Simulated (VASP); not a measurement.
A run of VASP 6.6.1:

INCAR

```
  PREC = Accurate
  ENCUT = 520
  EDIFF = 1E-6
  ISMEAR = -1
  SIGMA = 0.05
  LREAL = F
  LASPH = T
  NELM = 60
  ALGO = Normal
  ISIF = 2
  LWAVE = F
  LCHARG = F
  GGA = CA
  NBANDS = 24
```

KPOINTS

```
regular mesh
0
Gamma
  6 6 5
```

File POSCAR:

```
LuSi2
1.0
    4.0141240714      0.0000000000      0.0000000000
   -2.0070620357      3.4763334198      0.0000000000
    0.0000000000      0.0000000000      3.6426241733
Lu Si
1 2
Direct
    0.0000000000      0.0000000000      0.0000000000
    0.3333333333      0.6666666667      0.5000000000
    0.6666666667      0.3333333333      0.5000000000
```

Potentials or basis: VASP PAW PBE potentials, release 64 (Lu, Si).

The run is started by

```sh
$ cat potpaw_PBE.64/Lu/POTCAR potpaw_PBE.64/Si/POTCAR > POTCAR
$ mpirun -np 1 vasp_std > vasp.out
```

Hardware: 1 thread of Intel(R) Xeon(R) 6975P-C (Granite Rapids) (shared host).

Task: Estimate the wall time of this run.

Result: It took 13 s on 1 thread of Intel(R) Xeon(R) 6975P-C (Granite Rapids) (shared host), peak memory 0.16 GiB. Counts: scf iterations 12, k points 21.
